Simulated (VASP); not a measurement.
# NbB2P3 (P6/mmm) in VASP: notebook

Runs on NbB2P3. Level: PBE. Tasks: single point.

Everything below comes from runs of VASP 6.6.1. Logs are shortened: lines on timing, memory, paths and dates and some standing lists are left out, and cuts for length are marked.

**1. The cell of the first run**

It takes space group P6/mmm (No. 191, hexagonal). Conventional cell: a = 5.260 Å, b = 5.260 Å, c = 2.952 Å, α = 90.00°, β = 90.00°, γ = 120.00°. Within 3.9 Å of Nb (site symmetry 6/mmm) lie 2 Nb at 2.95 Å and 12 P at 3.02 Å and 6 B at 3.04 Å. B (site symmetry -6m2) has 6 P at 2.12 Å within 2.8 Å. P (site symmetry mmm) has 4 B at 2.12 Å and 4 P at 2.63 Å within 2.8 Å.

The cell was generated, and may not be a known phase.

**2. Single point, PBE**

Contents of INCAR:

```
SYSTEM = NbB2P3
PREC = Accurate
ENCUT = 520
EDIFF = 1E-7
ISMEAR = 0
SIGMA = 0.1
LREAL = .FALSE.
LASPH = .TRUE.
NELM = 60
ALGO = Normal
ISIF = 2
LWAVE = .FALSE.
LCHARG = .FALSE.
GGA = PE
NBANDS = 26
```

Contents of KPOINTS:

```
Automatic mesh
0
G
  6 6 6
  0 0 0
```

Contents of POSCAR:

```
NbB2P3
1.0
    5.2599246011      0.0000000027      0.0000000000
   -2.6299623029      4.5552283252      0.0000000000
    0.0000000000      0.0000000000      2.9523979581
Nb B P
1 2 3
Direct
    0.0000000000      0.0000000000      0.0000000000
    0.3333333333      0.6666666667      0.0000000000
    0.6666666667      0.3333333333      0.0000000000
    0.5000000000      0.0000000000      0.5000000000
    0.5000000000      0.5000000000      0.5000000000
    0.0000000000      0.5000000000      0.5000000000
```

Potentials or basis: VASP PAW PBE potentials, release 64 (Nb_sv, B, P).

On the command line:

```bash
cat potpaw_PBE.64/Nb_sv/POTCAR potpaw_PBE.64/B/POTCAR potpaw_PBE.64/P/POTCAR > POTCAR
mpirun -np 1 vasp_std > vasp.out
```

OUTCAR:

```text
SYSTEM = NbB2P3
   PREC = Accurate
   ENCUT = 520
   EDIFF = 1E-7
   ISMEAR = 0
   LREAL = .FALSE.
   LASPH = .TRUE.
   NELM = 60
   ISIF = 2
   GGA = PE

 ion  position               nearest neighbor table
   1  0.000  0.000  0.000-
   2  0.333  0.667  0.000-   6 2.12   6 2.12   4 2.12   4 2.12   5 2.12   5 2.12
   3  0.667  0.333  0.000-   6 2.12   6 2.12   4 2.12   4 2.12   5 2.12   5 2.12
   4  0.500  0.000  0.500-   2 2.12   3 2.12   2 2.12   3 2.12   6 2.63   6 2.63   5 2.63   5 2.63

   5  0.500  0.500  0.500-   2 2.12   3 2.12   2 2.12   3 2.12   6 2.63   6 2.63   4 2.63   4 2.63

   6  0.000  0.500  0.500-   2 2.12   3 2.12   2 2.12   3 2.12   4 2.63   4 2.63   5 2.63   5 2.63

  LATTYP: Found a hexagonal cell.
 ALAT       =     5.2599246011
 C/A-ratio  =     0.5613004334

  Lattice vectors:

 A1 = (   5.2599246011,   0.0000000027,   0.0000000000)
 A2 = (  -2.6299623029,   4.5552283252,   0.0000000000)
 A3 = (   0.0000000000,   0.0000000000,   2.9523979581)

Analysis of symmetry for initial positions (statically):
=====================================================================
 Subroutine PRICEL returns:
 Original cell was already a primitive cell.

 Routine SETGRP: Setting up the symmetry group for a
 hexagonal supercell.

 Subroutine GETGRP returns: Found 24 space group operations
 (whereof 24 operations were pure point group operations)
 out of a pool of 24 trial point group operations.

The static configuration has the point symmetry D_6h.

Analysis of symmetry for dynamics (positions and initial velocities):
=====================================================================
 Subroutine PRICEL returns:
 Original cell was already a primitive cell.

 Routine SETGRP: Setting up the symmetry group for a
 hexagonal supercell.

 Subroutine GETGRP returns: Found 24 space group operations
 (whereof 24 operations were pure point group operations)
 out of a pool of 24 trial point group operations.

The dynamic configuration has the point symmetry D_6h.

 Subroutine INISYM returns: Found 24 space group operations
 (whereof 24 operations are pure point group operations),
 and found     1 'primitive' translations

----------------------------------------------------------------------------------------

                                     Primitive cell

[... 98 lines left out ...]
   EDIFF  = 0.1E-06   stopping-criterion for ELM
   LREAL  =      F    real-space projection
   EDIFFG = 0.1E-05   stopping-criterion for IOM
   NSW    =      0    number of steps for IOM
   IBRION =     -1    ionic relax: 0-MD 1-quasi-New 2-CG
   NFREE  =      0    steps in history (QN), initial steepest desc. (CG)
   ISIF   =      2    stress and relaxation
   ISYM   =      2    0-nonsym 1-usesym 2-fastsym
   POTIM  = 0.5000    time-step for ionic-motion
   TEBEG  =    0.0;   TEEND  =   0.0 temperature during run
   PSTRESS=    0.0 pullay stress
   NELECT =      34.0000    total number of electrons
   NUPDOWN=      -1.0000    fix difference up-down
   EMIN   =  10.00;   EMAX   =-10.00  energy-range for DOS
   EFERMI =   0.00;   METHOD = LEGACY
   ISMEAR =     0;   SIGMA  =   0.10  broadening in eV -4-tet -1-fermi 0-gaus
   EFERMI_NEDOS =   21; number of points for ismear=-14 and -15
   IALGO  =     38    algorithm
   IMIX   =      4    mixing-type and parameters
     AMIX     =   0.40;   BMIX     =  1.00
     AMIX_MAG =   1.60;   BMIX_MAG =  1.00
  volume/ion in A,a.u.               =      11.79        79.56
  Fermi-wavevector in a.u.,A,eV,Ry     =   1.282369  2.423326 22.374370  1.644470
  Thomas-Fermi vector in A             =   2.414684
   LORBIT       =      0    0 simple, 1 ext, 2 COOP (PROOUT), +10 PAW based schemes
   GGA     = PE    functional components
   LHFCALC =     F    Hartree Fock is set to
   AEXX    =    0.0000 exact exchange contribution
   IVDW    =     0    specifies the selected vdW correction
   LEPSILON=     F    determine dielectric tensor
   LRPA    =     F    only Hartree local field effects (RPA)
 non-spin polarized calculation
 Gauss-broadening in eV      SIGMA  =   0.10
  energy-cutoff  :      520.00
  volume of cell :       70.74
 maximum number of plane-waves:      1938
 NGX is ok and might be reduce to    40
   NGX = 19   NGY = 19   NGZ = 11

 number of electron      34.0000002 magnetization

 Free energy of the ion-electron system (eV)
  ---------------------------------------------------
  ext. energy  EPLUGINS =         0.00000000
  ---------------------------------------------------
  free energy    TOTEN  =       -35.55239792 eV

  energy without entropy =      -35.54436713  energy(sigma->0) =      -35.54838253

 E-fermi :  11.1592     XC(G=0): -12.1044

 val. band max:       11.1395151706   @ k =   0.5000   0.0000   0.5000
 cond. band min:      11.2926769172   @ k =   0.3333   0.3333   0.5000
 fundamental gap:      0.1531617466
 Fermi energy:        11.1592194937

 k-point     1 :       0.0000    0.0000    0.0000
  band No.  band energies     occupation
      1     -44.8026      2.00000
      2     -20.9333      2.00000
      3     -20.9333      2.00000
      4     -20.3118      2.00000
      5      -5.9457      2.00000
      6      -0.7682      2.00000
[... 685 lines left out ...]
     25      15.6870      0.00000
     26      15.8297      0.00000

 [... further k-points ...]

------------------------ aborting loop because EDIFF is reached ----------------------------------------

  FORCE on cell =-STRESS in cart. coord.  units (eV):
  Direction    XX          YY          ZZ          XY          YZ          ZX
  --------------------------------------------------------------------------------------
  -------------------------------------------------------------------------------------
  Total       -0.1487501     -0.1487501     -0.1728837      0.0000000     -0.0000000      0.0000000
  in kB       -3.3690185     -3.3690185     -3.9156162      0.0000000     -0.0000000      0.0000000
  external PRESSURE =      -3.5512177 kB  Pullay stress =       0.0000000 kB

 VOLUME and BASIS-vectors are now :
 -----------------------------------------------------------------------------
  energy-cutoff  :      520.00
  volume of cell :       70.74
      direct lattice vectors                 reciprocal lattice vectors
     5.259924601  0.000000003  0.000000000     0.190116794  0.109763982  0.000000000
    -2.629962303  4.555228325  0.000000000    -0.000000000  0.219527964  0.000000000
     0.000000000  0.000000000  2.952397958     0.000000000  0.000000000  0.338707726

 POSITION                                       TOTAL-FORCE (eV/Angst)
 -----------------------------------------------------------------------------------
      0.00000      0.00000      0.00000         0.000000      0.000000      0.000000
     -0.00000      3.03682      0.00000        -0.000000      0.000000      0.000000
      2.62996      1.51841      0.00000         0.000000     -0.000000      0.000000
      2.62996      0.00000      1.47620         0.000000      0.000000      0.000000
      1.31498      2.27761      1.47620         0.000000      0.000000      0.000000
     -1.31498      2.27761      1.47620         0.000000      0.000000      0.000000
 -----------------------------------------------------------------------------------
    total drift:                                0.000000     -0.000000     -0.000000

  FREE ENERGIE OF THE ION-ELECTRON SYSTEM (eV)
  ---------------------------------------------------
  free  energy   TOTEN  =       -35.5523979192 eV

  energy  without entropy=      -35.5443671320  energy(sigma->0) =      -35.54838253
```

OSZICAR:

```text
N       E                     dE             d eps       ncg     rms          rms(c)
DAV:   1     0.202671759582E+03    0.20267E+03   -0.16429E+04  1456   0.124E+03
DAV:   2    -0.239936435682E+02   -0.22667E+03   -0.21507E+03  1796   0.345E+02
DAV:   3    -0.387518907406E+02   -0.14758E+02   -0.14223E+02  2344   0.697E+01
DAV:   4    -0.394380793369E+02   -0.68619E+00   -0.68146E+00  2232   0.145E+01
DAV:   5    -0.394560324808E+02   -0.17953E-01   -0.17929E-01  2234   0.217E+00    0.153E+01
DAV:   6    -0.381215816149E+02    0.13345E+01   -0.33268E+01  2166   0.245E+01    0.113E+01
DAV:   7    -0.357717823465E+02    0.23498E+01   -0.15744E+01  2278   0.225E+01    0.577E+00
DAV:   8    -0.355571026433E+02    0.21468E+00   -0.11861E+00  2004   0.604E+00    0.186E+00
DAV:   9    -0.355535689882E+02    0.35337E-02   -0.97293E-02  1966   0.173E+00    0.412E-01
DAV:  10    -0.355523968015E+02    0.11722E-02   -0.77885E-03  2204   0.536E-01    0.204E-01
DAV:  11    -0.355523873501E+02    0.94514E-05   -0.10571E-03  2116   0.212E-01    0.448E-02
DAV:  12    -0.355523991829E+02   -0.11833E-04   -0.60082E-05  2210   0.539E-02    0.133E-02
DAV:  13    -0.355523977026E+02    0.14803E-05   -0.10702E-05  2108   0.244E-02    0.711E-03
DAV:  14    -0.355523981005E+02   -0.39788E-06   -0.27444E-06  2106   0.998E-03    0.174E-03
DAV:  15    -0.355523979090E+02    0.19142E-06   -0.26884E-07  1358   0.401E-03    0.488E-04
DAV:  16    -0.355523979192E+02   -0.10119E-07   -0.23925E-08   966   0.146E-03
   1 F= -.35552398E+02 E0= -.35548383E+02  d E =-.803079E-02
```

stdout:

```text
POSCAR found type information on POSCAR NbB P
 POSCAR found :  3 types and       6 ions
 scaLAPACK will be used
 LDA part: xc-table for (Slater+PW92), standard interpolation
 POSCAR, INCAR and KPOINTS ok, starting setup
 FFT: planning ... GRIDC
 FFT: planning ... GRID_SOFT
 FFT: planning ... GRID
 WAVECAR not read
 entering main loop
```

It took 61 s on 1 thread of Intel Xeon Platinum 8259CL at 2.50GHz (Skylake/Cascade Lake), shared host; peak memory 0.21 GiB.

What came out:

| Item | Value |
| --- | --- |
| Free energy | -35.5524 eV |
| Pressure | -0.4 GPa |
| Band gap on the k mesh | zero (bands 17 and 18 overlap by 2.79 eV) |

Levels at points of the mesh, in eV from the Fermi level:
```tsv
k point	band 14	band 15	band 16	band 17	band 18	band 19	band 20	band 21
(0.00, 0.00, 0.00)	-0.22	0.25	0.25	1.00	1.00	1.11	1.11	1.83
(0.50, 0.00, 0.00)	-2.44	-2.21	-0.03	0.29	0.49	1.24	1.78	2.97
(0.00, 0.00, 0.50)	-6.02	-1.67	-1.67	0.45	1.13	1.13	1.37	1.37
(0.50, 0.00, 0.50)	-2.92	-2.01	-1.76	-1.46	-1.27	-0.57	-0.02	1.73
```

(Part 1 of 2 ends here.)

The gap in the log of VASP goes by the Fermi energy; the results here count the filled bands.